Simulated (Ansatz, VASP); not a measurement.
**Mg3Te: VASP beside Ansatz**

File INCAR:

```
SYSTEM = Mg3Te
  PREC = Accurate
  ENCUT = 520
  EDIFF = 1E-6
  ISMEAR = -1
  SIGMA = 0.05
  LREAL = .FALSE.
  LASPH = .TRUE.
  NELM = 60
  ALGO = Fast
  ISIF = 2
  LWAVE = .FALSE.
  LCHARG = .FALSE.
  GGA = CA
  NBANDS = 14
```

Contents of KPOINTS:

```
regular mesh
0
G
  9 9 9
  0 0 0
```

POSCAR

```
Mg3Te
1.0
   -2.1104461853      2.1104461853      5.2110942752
    2.1104461853     -2.1104461853      5.2110942752
    2.1104461853      2.1104461853     -5.2110942752
Te Mg
1 3
Direct
    0.0000000000      0.0000000000      0.0000000000
    0.2500000000      0.7500000000      0.5000000000
    0.7500000000      0.2500000000      0.5000000000
    0.5000000000      0.5000000000      0.0000000000
```

The input input.yaml:

```yaml
crystal:
  lattice:
    - [-2.1104461853, 2.1104461853, 5.2110942752]
    - [2.1104461853, -2.1104461853, 5.2110942752]
    - [2.1104461853, 2.1104461853, -5.2110942752]
  atoms:
    - { symbol: Te, position: [0.0, 0.0, 0.0] }
    - { symbol: Mg, position: [0.25, 0.75, 0.5] }
    - { symbol: Mg, position: [0.75, 0.25, 0.5] }
    - { symbol: Mg, position: [0.5, 0.5, 0.0] }
kpoints:
  mp_grid: { grid: [9, 9, 9] }
scf:
  occupations: { method: fermi_dirac, width: 0.05 }
hamiltonian:
  xc: lda
  pseudopotentials: { kind: all_electron, lapw: { basis_error: 0.002 } }
output:
  forces: true
  stress: true
  eigenvalues: true
```

Change from the starting cell: volume scaled by 0.96.

Alike in both runs: task single point; functional LDA; k mesh 9 × 9 × 9; occupations fermi-dirac, width 0.05 eV; no spin polarisation.

```csv
,VASP,Ansatz
version,VASP 6.6.1,Ansatz 0.2.0
potentials or method,"VASP PAW LDA potentials, release 64 (Te, Mg), cutoff 520 eV","all-electron LAPW, scalar-relativistic"
```

|  | VASP | Ansatz | Ansatz less VASP |
| --- | --- | --- | --- |
| gap on the k mesh at the Fermi level (eV) | none | none | - |
| pressure (GPa) | -1.1 | -0.8 | +0.33 |
| traceless stress, the component that is largest in VASP (GPa) | -0.17 | -0.11 | +0.054 |

LDA's correlation is that of Perdew and Zunger in VASP and of Perdew and Wang (1992) in Ansatz. A gap of «none» marks a metal or a gap that the smearing closes. Ansatz ran all-electron here, and VASP with PAW potentials.

Neither program's run includes spin-orbit coupling.
